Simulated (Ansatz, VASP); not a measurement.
## BeNi: VASP beside Ansatz

```
CELL_PARAMETERS angstrom
2.58700 0.00000 0.00000
0.00000 2.58700 0.00000
0.00000 0.00000 2.58700
ATOMIC_POSITIONS crystal
Be 0.00000 0.00000 0.00000
Ni 0.50000 0.50000 0.50000
```

Alike in both runs: task single point; functional LDA; k mesh 7 × 7 × 7; occupations fermi-dirac, width 0.15 eV; collinear spin.

|  | VASP | Ansatz |
| --- | --- | --- |
| version | VASP 6.6.1 | Ansatz 0.2.0 |
| potentials or method | VASP PAW LDA potentials, release 64 (Be, Ni) | plane waves, PAW |
| plane-wave cutoff (eV) | 520 | 420 |
| valence electrons in the cell | 12 | 20 |

|  | VASP | Ansatz | Ansatz less VASP |
| --- | --- | --- | --- |
| net moment per atom (μB) | 0.00 | 0.00 | 0.000 |

LDA's correlation is that of Perdew and Zunger in VASP and of Perdew and Wang (1992) in Ansatz. VASP's potentials hold 12 valence electrons a cell and Ansatz's 20, so a difference there can come from the potentials and not from the codes. Ansatz's warnings: seeded moment not kept.
